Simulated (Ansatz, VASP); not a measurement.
**One calculation of KI, two programs**

```xyz
2
Lattice="0.0000 3.5922 3.5922 3.5922 0.0000 3.5922 3.5922 3.5922 0.0000" Properties=species:S:1:pos:R:3 pbc="T T T"
K     0.0000    0.0000    0.0000
I     3.5922    3.5922    3.5922
```

Alike in both runs: task single point; functional PBE; k mesh 4 × 4 × 4; no spin polarisation.

```csv
,VASP,Ansatz
version,VASP 6.6.1,Ansatz 0.2.0
potentials or method,"VASP PAW PBE potentials, release 64 (K_sv, I), cutoff 500 eV","plane waves, PAW"
occupations,"gaussian, width 0.01 eV",fixed
valence electrons in the cell,16,26
```

```tsv
	VASP	Ansatz	Ansatz less VASP
pressure (GPa)	0.0	0.0	-0.03
```

VASP's potentials hold 16 valence electrons a cell and Ansatz's 26, so a difference there can come from the potentials and not from the codes. Ansatz's warnings: stress scf threshold loose.

Neither program's run includes spin-orbit coupling.
